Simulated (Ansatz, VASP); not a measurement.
## Two plane-wave programs on AlN

```
Al N
1.0
     0.03334    2.21579    2.21579
     2.21579    0.03334    2.21579
     2.21579    2.21579    0.03334
Al N
1 1
Direct
  0.00097 0.00097 0.00097
  0.24903 0.24903 0.24903
```

Change from the starting cell: strained cell.

Alike in both runs: functional PBEsol; k mesh 9 × 9 × 9; occupations gaussian, width 0.02 eV; no spin polarisation.

Ansatz relaxed the structure, and its values are those at the end. VASP's run is a single point on that final structure, the one shown.

|  | VASP | Ansatz |
| --- | --- | --- |
| version | VASP 6.6.1 | Ansatz 0.2.0 |
| potentials or method | VASP PAW PBE potentials, release 64 (Al, N), cutoff 600 eV | scalar-relativistic, plane waves, PAW |
| valence electrons in the cell | 8 | 8 |

```csv
,VASP,Ansatz,Ansatz less VASP
gap on the k mesh at the Fermi level (eV),3.28,3.29,+0.007
least direct gap on the mesh (eV),3.87,3.86,-0.015
pressure (GPa),-2.9,-2.7,+0.14
```

VASP's potentials were made for PBE, not for PBEsol, and Ansatz warns of the same on its side. The functional is the same, so the differences come from potentials, cutoffs and numerics. Ansatz's warnings: stress scf threshold loose.
